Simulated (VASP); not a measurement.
# SrO (P6_3/mmc) in VASP: further runs

Runs on SrO. Level: r2SCAN. Tasks: single point.

Program: VASP 6.6.1. These are calculated values, not measurements. Logs are shortened: lines on timing, memory, paths and dates and some standing lists are left out, and cuts for length are marked.

**1. The cell of the first run**

It takes space group P6_3/mmc (No. 194, hexagonal). Conventional cell: a = 3.481 Å, b = 3.481 Å, c = 6.090 Å, α = 90.00°, β = 90.00°, γ = 120.00°. Within 3.3 Å of Sr (site symmetry -6m2) lie 6 O at 2.52 Å. O (site symmetry -3m) has 6 Sr at 2.52 Å and 2 O at 3.05 Å within 3.3 Å.

**2. Single point, r2SCAN**

Contents of POSCAR:

```
SrO
1.0
    3.4807516534      0.0000000000      0.0000000000
   -1.7403758267      3.0144193562      0.0000000000
    0.0000000000      0.0000000000      6.0903846125
Sr O
2 2
Direct
    0.3333333300      0.6666666700      0.2500000000
    0.6666666700      0.3333333300      0.7500000000
    0.0000000000      0.0000000000      0.0000000000
    0.0000000000      0.0000000000      0.5000000000
```

Contents of INCAR.step1:

```
  PREC = Accurate
  ENCUT = 520
  ISMEAR = 0
  SIGMA = 0.05
  LREAL = False
  LASPH = True
  NELM = 100
  NBANDS = 24
  GGA = PE
  ALGO = Normal
  EDIFF = 1E-4
  LWAVE = True
  LCHARG = False
```

Contents of INCAR.step2:

```
  PREC = Accurate
  ENCUT = 520
  EDIFF = 1E-6
  ISMEAR = 0
  SIGMA = 0.05
  LREAL = False
  LASPH = True
  NELM = 100
  ALGO = Normal
  ISIF = 2
  LWAVE = False
  LCHARG = False
  METAGGA = R2SCAN
  LMIXTAU = True
  NBANDS = 24
  ISTART = 1
```

Contents of KPOINTS:

```
regular mesh
0
Gamma
  9 9 6
```

Potentials or basis: VASP PAW PBE potentials, release 64 (Sr_sv, O).

On the command line:

```
> cat potpaw_PBE.64/Sr_sv/POTCAR potpaw_PBE.64/O/POTCAR > POTCAR
> cp INCAR.step1 INCAR
> mpirun -np 1 vasp_std > vasp.out
> cp INCAR.step2 INCAR
> mpirun -np 1 vasp_std > vasp.out
```

OUTCAR:

```text
PREC = Accurate
   ENCUT = 520
   EDIFF = 1E-6
   ISMEAR = 0
   LREAL = False
   LASPH = True
   NELM = 100
   ISIF = 2
   METAGGA = R2SCAN
   ISTART = 1

 ion  position               nearest neighbor table
   1  0.333  0.667  0.250-   3 2.52   4 2.52   3 2.52   4 2.52   3 2.52   4 2.52   2 3.65   2 3.65
                             2 3.65   2 3.65   2 3.65   2 3.65   2 5.04   2 5.04   2 5.04   2 5.04
   2  0.667  0.333  0.750-   3 2.52   4 2.52   3 2.52   4 2.52   3 2.52   4 2.52   1 3.65   1 3.65
                             1 3.65   1 3.65   1 3.65   1 3.65   1 5.04   1 5.04   1 5.04   1 5.04
   3  0.000  0.000  0.000-   1 2.52   2 2.52   2 2.52   1 2.52   2 2.52   1 2.52
   4  0.000  0.000  0.500-   1 2.52   2 2.52   2 2.52   1 2.52   2 2.52   1 2.52

  LATTYP: Found a hexagonal cell.
 ALAT       =     3.4807516534
 C/A-ratio  =     1.7497325920

  Lattice vectors:

 A1 = (   3.4807516534,   0.0000000000,   0.0000000000)
 A2 = (  -1.7403758267,   3.0144193562,   0.0000000000)
 A3 = (   0.0000000000,   0.0000000000,   6.0903846125)

Analysis of symmetry for initial positions (statically):
=====================================================================
 Subroutine PRICEL returns:
 Original cell was already a primitive cell.

 Routine SETGRP: Setting up the symmetry group for a
 hexagonal supercell.

 Subroutine GETGRP returns: Found 24 space group operations
 (whereof 12 operations were pure point group operations)
 out of a pool of 24 trial point group operations.

The static configuration has the point symmetry D_3d.
 The point group associated with its full space group is D_6h.

Analysis of symmetry for dynamics (positions and initial velocities):
=====================================================================
 Subroutine PRICEL returns:
 Original cell was already a primitive cell.

 Routine SETGRP: Setting up the symmetry group for a
 hexagonal supercell.

 Subroutine GETGRP returns: Found 24 space group operations
 (whereof 12 operations were pure point group operations)
 out of a pool of 24 trial point group operations.

The dynamic configuration has the point symmetry D_3d.
 The point group associated with its full space group is D_6h.

 Subroutine INISYM returns: Found 24 space group operations
 (whereof 12 operations are pure point group operations),
 and found     1 'primitive' translations

----------------------------------------------------------------------------------------

                                     Primitive cell
[... 96 lines left out ...]
   LREAL  =      F    real-space projection
   EDIFFG = 0.1E-04   stopping-criterion for IOM
   NSW    =      0    number of steps for IOM
   IBRION =     -1    ionic relax: 0-MD 1-quasi-New 2-CG
   NFREE  =      0    steps in history (QN), initial steepest desc. (CG)
   ISIF   =      2    stress and relaxation
   ISYM   =      2    0-nonsym 1-usesym 2-fastsym
   POTIM  = 0.5000    time-step for ionic-motion
   TEBEG  =    0.0;   TEEND  =   0.0 temperature during run
   PSTRESS=    0.0 pullay stress
   NELECT =      32.0000    total number of electrons
   NUPDOWN=      -1.0000    fix difference up-down
   EMIN   =  10.00;   EMAX   =-10.00  energy-range for DOS
   EFERMI =   0.00;   METHOD = LEGACY
   ISMEAR =     0;   SIGMA  =   0.05  broadening in eV -4-tet -1-fermi 0-gaus
   EFERMI_NEDOS =   21; number of points for ismear=-14 and -15
   IALGO  =     38    algorithm
   IMIX   =      4    mixing-type and parameters
     AMIX     =   0.40;   BMIX     =  1.00
     AMIX_MAG =   1.60;   BMIX_MAG =  1.00
  volume/ion in A,a.u.               =      15.98       107.81
  Fermi-wavevector in a.u.,A,eV,Ry     =   1.300023  2.456687 22.994657  1.690060
  Thomas-Fermi vector in A             =   2.431249
   LORBIT       =      0    0 simple, 1 ext, 2 COOP (PROOUT), +10 PAW based schemes
   METAGGA = R2SCAN    functional components
   LHFCALC =     F    Hartree Fock is set to
   AEXX    =    0.0000 exact exchange contribution
   IVDW    =     0    specifies the selected vdW correction
   LEPSILON=     F    determine dielectric tensor
   LRPA    =     F    only Hartree local field effects (RPA)
 non-spin polarized calculation
 Gauss-broadening in eV      SIGMA  =   0.05
  energy-cutoff  :      520.00
  volume of cell :       63.90
 maximum number of plane-waves:      1762
 NGX is ok and might be reduce to    28
   NGX = 13   NGY = 13   NGZ = 23

 number of electron      32.0000006 magnetization

 Free energy of the ion-electron system (eV)
  ---------------------------------------------------
  ext. energy  EPLUGINS =         0.00000000
  ---------------------------------------------------
  free energy    TOTEN  =       -53.66233349 eV

  energy without entropy =      -53.66233349  energy(sigma->0) =      -53.66233349

 E-fermi :   2.5261     XC(G=0): -10.9007

 val. band max:        2.2542417534   @ k =   0.0000   0.0000   0.0000
 cond. band min:       5.7908814340   @ k =   0.4444  -0.0000   0.0000
 fundamental gap:      3.5366396806
 Fermi energy:         2.5260504326

 k-point     1 :       0.0000    0.0000    0.0000
  band No.  band energies     occupation
      1     -31.6827      2.00000
      2     -31.5376      2.00000
      3     -15.8907      2.00000
      4     -14.3793      2.00000
      5     -12.6660      2.00000
      6     -12.6660      2.00000
[... 637 lines left out ...]
     23      12.6701      0.00000
     24      12.6701      0.00000

 [... further k-points ...]

------------------------ aborting loop because EDIFF is reached ----------------------------------------

  FORCE on cell =-STRESS in cart. coord.  units (eV):
  Direction    XX          YY          ZZ          XY          YZ          ZX
  --------------------------------------------------------------------------------------
  -------------------------------------------------------------------------------------
  Total        2.4777834      2.4777834      2.9066586      0.0000000     -0.0000000      0.0000000
  in kB       62.1230116     62.1230116     72.8757741      0.0000000     -0.0000000      0.0000000
  external PRESSURE =      65.7072658 kB  Pullay stress =       0.0000000 kB

 VOLUME and BASIS-vectors are now :
 -----------------------------------------------------------------------------
  energy-cutoff  :      520.00
  volume of cell :       63.90
      direct lattice vectors                 reciprocal lattice vectors
     3.480751653  0.000000000  0.000000000     0.287294268  0.165869423  0.000000000
    -1.740375827  3.014419356  0.000000000     0.000000000  0.331738846  0.000000000
     0.000000000  0.000000000  6.090384613     0.000000000  0.000000000  0.164193243

 POSITION                                       TOTAL-FORCE (eV/Angst)
 -----------------------------------------------------------------------------------
     -0.00000      2.00961      1.52260        -0.000000     -0.000000      0.000000
      1.74038      1.00481      4.56779         0.000000      0.000000      0.000000
      0.00000      0.00000      0.00000        -0.000000     -0.000000      0.000000
      0.00000      0.00000      3.04519         0.000000     -0.000000      0.000000
 -----------------------------------------------------------------------------------
    total drift:                               -0.000010      0.000006      0.000000

  FREE ENERGIE OF THE ION-ELECTRON SYSTEM (eV)
  ---------------------------------------------------
  free  energy   TOTEN  =       -53.6623334924 eV

  energy  without entropy=      -53.6623334924  energy(sigma->0) =      -53.66233349
```

OSZICAR.step1:

```text
N       E                     dE             d eps       ncg     rms          rms(c)
DAV:   1     0.173434915553E+03    0.17343E+03   -0.16369E+04  2304   0.128E+03
DAV:   2    -0.178329192472E+02   -0.19127E+03   -0.17893E+03  3248   0.287E+02
DAV:   3    -0.280257554638E+02   -0.10193E+02   -0.10121E+02  3544   0.587E+01
DAV:   4    -0.282896529299E+02   -0.26390E+00   -0.26381E+00  2992   0.730E+00
DAV:   5    -0.282927762877E+02   -0.31234E-02   -0.31233E-02  3232   0.782E-01    0.257E+01
DAV:   6    -0.237616146621E+02    0.45312E+01   -0.18956E+01  2480   0.252E+01    0.300E+01
DAV:   7    -0.236795928625E+02    0.82022E-01   -0.14882E+00  3304   0.654E+00    0.201E+01
DAV:   8    -0.236240898786E+02    0.55503E-01   -0.63668E-01  2352   0.524E+00    0.250E+00
DAV:   9    -0.236036808294E+02    0.20409E-01   -0.89446E-02  3128   0.203E+00    0.510E-01
DAV:  10    -0.236060412511E+02   -0.23604E-02   -0.90358E-03  2896   0.555E-01    0.227E-01
DAV:  11    -0.236064784659E+02   -0.43721E-03   -0.14655E-03  2592   0.226E-01    0.427E-02
DAV:  12    -0.236065543487E+02   -0.75883E-04   -0.15144E-04  2368   0.725E-02
   1 F= -.23606554E+02 E0= -.23606554E+02  d E =-.136215E-19
```

Wall time 4.5 min (1 thread of Intel Xeon 6975P-C (Granite Rapids), shared host); peak memory 0.23 GiB.

What came out:

```yaml
Free_energy: -53.6623 eV
Pressure: 6.6 GPa
Band_gap_on_the_k_mesh: 3.54 eV, indirect (least direct gap 3.80 eV)
```

Levels at points of the mesh, in eV from the valence-band top:
| k point | band 12 | band 13 | band 14 | band 15 | band 16 | band 17 | band 18 | band 19 | band 20 | band 21 |
| --- | --- | --- | --- | --- | --- | --- | --- | --- | --- | --- |
| (0.00, 0.00, 0.00) | -1.14 | -1.14 | -0.90 | -0.90 | 0.00 | 4.05 | 5.61 | 5.73 | 6.87 | 6.87 |
| (0.00, 0.00, 0.50) | -1.66 | -1.05 | -1.05 | -1.05 | -1.05 | 5.47 | 5.47 | 6.82 | 6.82 | 7.97 |

Caveat: the PAW data sets were made with another functional, which shifts forces and pressure a little. A k mesh can miss the band edges.

**3. Single point, r2SCAN**

This run uses another cell than the first one, of 17.00 Å³/atom, 1.064 times its volume.

Contents of POSCAR:

```
SrO
1.0
    3.5532880902      0.0000000000      0.0000000000
   -1.7766440451      3.0772377531      0.0000000000
    0.0000000000      0.0000000000      6.2173039800
Sr O
2 2
Direct
    0.3333333300      0.6666666700      0.2500000000
    0.6666666700      0.3333333300      0.7500000000
    0.0000000000      0.0000000000      0.0000000000
    0.0000000000      0.0000000000      0.5000000000
```

Contents of INCAR.step1:

```
SYSTEM = SrO
  PREC = Accurate
  ENCUT = 520
  ISMEAR = 0
  SIGMA = 0.05
  LREAL = .FALSE.
  LASPH = .TRUE.
  NELM = 100
  NBANDS = 24
  GGA = PE
  ALGO = Normal
  EDIFF = 1E-4
  LWAVE = .TRUE.
  LCHARG = .FALSE.
```

Contents of INCAR.step2:

```
SYSTEM = SrO
  PREC = Accurate
  ENCUT = 520
  EDIFF = 1E-7
  ISMEAR = 0
  SIGMA = 0.05
  LREAL = .FALSE.
  LASPH = .TRUE.
  NELM = 100
  ALGO = Normal
  ISIF = 2
  LWAVE = .FALSE.
  LCHARG = .TRUE.
  METAGGA = R2SCAN
  LMIXTAU = .TRUE.
  LELF = .TRUE.
  LVHAR = .TRUE.
  NBANDS = 24
  ISTART = 1
```

Contents of KPOINTS:

```
Automatic mesh
0
G
  9 9 6
  0 0 0
```

Potentials or basis: VASP PAW PBE potentials, release 64 (Sr_sv, O).

On the command line:

```
> cat potpaw_PBE.64/Sr_sv/POTCAR potpaw_PBE.64/O/POTCAR > POTCAR
> cp INCAR.step1 INCAR
> mpirun -np 1 vasp_std > vasp.out
> cp INCAR.step2 INCAR
> mpirun -np 1 vasp_std > vasp.out
```

OUTCAR:

```text
SYSTEM = SrO
   PREC = Accurate
   ENCUT = 520
   EDIFF = 1E-7
   ISMEAR = 0
   LREAL = .FALSE.
   LASPH = .TRUE.
   NELM = 100
   ISIF = 2
   METAGGA = R2SCAN
   ISTART = 1

 ion  position               nearest neighbor table
   1  0.333  0.667  0.250-   3 2.57   4 2.57   3 2.57   4 2.57   3 2.57   4 2.57   2 3.72   2 3.72
                             2 3.72   2 3.72   2 3.72   2 3.72
   2  0.667  0.333  0.750-   3 2.57   4 2.57   3 2.57   4 2.57   3 2.57   4 2.57   1 3.72   1 3.72
                             1 3.72   1 3.72   1 3.72   1 3.72
   3  0.000  0.000  0.000-   1 2.57   2 2.57   2 2.57   1 2.57   2 2.57   1 2.57
   4  0.000  0.000  0.500-   1 2.57   2 2.57   2 2.57   1 2.57   2 2.57   1 2.57

  LATTYP: Found a hexagonal cell.
 ALAT       =     3.5532880902
 C/A-ratio  =     1.7497325919

  Lattice vectors:

 A1 = (   3.5532880902,   0.0000000000,   0.0000000000)
 A2 = (  -1.7766440451,   3.0772377531,   0.0000000000)
 A3 = (   0.0000000000,   0.0000000000,   6.2173039800)

Analysis of symmetry for initial positions (statically):
=====================================================================
 Subroutine PRICEL returns:
[... 177 lines left out ...]

 E-fermi :   2.2287     XC(G=0): -10.5764

 val. band max:        1.9143644664   @ k =   0.0000   0.0000   0.0000
 cond. band min:       5.4354285903   @ k =   0.4444   0.0000   0.0000
 fundamental gap:      3.5210641239
 Fermi energy:         2.2287296722

 k-point     1 :       0.0000    0.0000    0.0000
  band No.  band energies     occupation
      1     -32.1882      2.00000
      2     -32.0791      2.00000
      3     -15.9724      2.00000
      4     -14.5907      2.00000
      5     -13.2481      2.00000
      6     -13.2481      2.00000
[... 637 lines left out ...]
     23      11.9431      0.00000
     24      11.9431      0.00000

 [... further k-points ...]

------------------------ aborting loop because EDIFF is reached ----------------------------------------

  FORCE on cell =-STRESS in cart. coord.  units (eV):
  Direction    XX          YY          ZZ          XY          YZ          ZX
  --------------------------------------------------------------------------------------
  -------------------------------------------------------------------------------------
  Total        0.0483512      0.0483512      0.0406072      0.0000000     -0.0000000     -0.0000000
  in kB        1.1395249      1.1395249      0.9570190      0.0000000     -0.0000000     -0.0000000
  external PRESSURE =       1.0786896 kB  Pullay stress =       0.0000000 kB

 VOLUME and BASIS-vectors are now :
 -----------------------------------------------------------------------------
  energy-cutoff  :      520.00
  volume of cell :       67.98
      direct lattice vectors                 reciprocal lattice vectors
     3.553288090  0.000000000  0.000000000     0.281429475  0.162483383  0.000000000
    -1.776644045  3.077237753  0.000000000     0.000000000  0.324966766  0.000000000
     0.000000000  0.000000000  6.217303980     0.000000000  0.000000000  0.160841420

 POSITION                                       TOTAL-FORCE (eV/Angst)
 -----------------------------------------------------------------------------------
     -0.00000      2.05149      1.55433         0.000000      0.000000      0.000000
      1.77664      1.02575      4.66298        -0.000000     -0.000000      0.000000
      0.00000      0.00000      0.00000        -0.000000      0.000000      0.000000
      0.00000      0.00000      3.10865        -0.000000      0.000000      0.000000
 -----------------------------------------------------------------------------------
    total drift:                               -0.000010      0.000006      0.000000

  FREE ENERGIE OF THE ION-ELECTRON SYSTEM (eV)
  ---------------------------------------------------
  free  energy   TOTEN  =       -53.7465420173 eV

  energy  without entropy=      -53.7465420173  energy(sigma->0) =      -53.74654202
```

OSZICAR.step1:

```text
N       E                     dE             d eps       ncg     rms          rms(c)
DAV:   1     0.169270829993E+03    0.16927E+03   -0.16234E+04  2304   0.127E+03
DAV:   2    -0.187908295382E+02   -0.18806E+03   -0.17748E+03  3360   0.281E+02
DAV:   3    -0.281317584675E+02   -0.93409E+01   -0.92800E+01  3408   0.563E+01
DAV:   4    -0.283965195316E+02   -0.26476E+00   -0.26466E+00  3120   0.747E+00
DAV:   5    -0.283986778839E+02   -0.21584E-02   -0.21583E-02  3184   0.773E-01    0.228E+01
DAV:   6    -0.239364321874E+02    0.44622E+01   -0.19487E+01  2504   0.245E+01    0.271E+01
DAV:   7    -0.238113928087E+02    0.12504E+00   -0.15143E+00  3304   0.661E+00    0.179E+01
DAV:   8    -0.237503158964E+02    0.61077E-01   -0.62838E-01  2360   0.522E+00    0.205E+00
DAV:   9    -0.237347544665E+02    0.15561E-01   -0.72261E-02  3360   0.183E+00    0.492E-01
DAV:  10    -0.237371708215E+02   -0.24164E-02   -0.77203E-03  2840   0.498E-01    0.203E-01
DAV:  11    -0.237377077636E+02   -0.53694E-03   -0.15604E-03  2672   0.224E-01    0.384E-02
DAV:  12    -0.237377931112E+02   -0.85348E-04   -0.17616E-04  2448   0.740E-02
   1 F= -.23737793E+02 E0= -.23737793E+02  d E =-.275437E-13
```

Run time: 5 min. Hardware: 1 thread of Intel Xeon 6975P-C (Granite Rapids), shared host; peak memory 0.24 GiB.

What came out:

- Free energy: -53.7465 eV
- Pressure: 0.1 GPa
- Band gap on the k mesh: 3.52 eV, indirect (least direct gap 3.67 eV)

Caveat: the PAW data sets were made with another functional, which shifts forces and pressure a little. A k mesh can miss the band edges.
